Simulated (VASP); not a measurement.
Input of a VASP 6.6.1 run:

INCAR

```
ALGO = Normal
EDIFF = 1E-6
ENCUT = 520
GGA = PE
ISIF = 2
ISMEAR = -1
LASPH = True
LCHARG = False
LREAL = False
LWAVE = False
NBANDS = 15
NELM = 80
PREC = Accurate
SIGMA = 0.05
```

File KPOINTS:

```
k-points
0
Gamma
  8 8 8
```

File POSCAR:

```
PtSe
1.0
    0.0000000000      2.7412846694      2.7412846694
    2.7412846694      0.0000000000      2.7412846694
    2.7412846694      2.7412846694      0.0000000000
Pt Se
1 1
Direct
    0.5000000000      0.5000000000      0.5000000000
    0.0000000000      0.0000000000      0.0000000000
```

Potentials or basis: VASP PAW PBE potentials, release 64 (Pt, Se).

The run is started by

```bash
$ cat potpaw_PBE.64/Pt/POTCAR potpaw_PBE.64/Se/POTCAR > POTCAR
$ mpirun -np 1 vasp_std > vasp.out
```

**Question.** Predict the pressure.

**Answer.** -10.9 GPa.

**Question.** Predict the band gap on the k mesh.

**Answer.** Zero (band 8 reaches 8.42 eV, above the bottom of band 9 at 4.67 eV).

Caveat: spin-orbit coupling is left out, which moves the levels of the heavy elements.
